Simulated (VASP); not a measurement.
Runs of VASP 6.6.1 on Ti. The structure is that of space group Fm-3m (No. 225), or close to it. The cells are those of the table. 

```csv
task,cell,gap on the mesh (eV),pressure (GPa)
single point,"a = 2.878, b = 2.878, c = 2.857 Å, angles 60.2, 60.2, 59.5°, 1 atom",none,4.1
electric field gradients,"a = 2.878, b = 2.878, c = 2.857 Å, angles 60.2, 60.2, 59.5°, 1 atom",none,4.1
electric field gradients,"a = 2.927 Å, angles 60.0°, 1 atom",none,-2.2
electric field gradients,"a = 2.871 Å, angles 60.0°, 1 atom",none,4.1
electric field gradients,"a = 2.813 Å, angles 60.0°, 1 atom",none,(a)
single point,"a = 2.842 Å, angles 60.0°, 1 atom",none,8.0
single point,"a = 2.927 Å, angles 60.0°, 1 atom",none,-2.2
```

Alike in all rows: level PBE; potentials or basis VASP PAW PBE potentials, release 64 (Ti_sv); no spin polarisation; k mesh 14 × 14 × 14; cutoff (eV) 520; smearing fermi-dirac 0.05 eV.

Q: Fill in the values left out.

A: (a) 12.3.

A gap of «none» marks levels without a gap at the run's occupations.
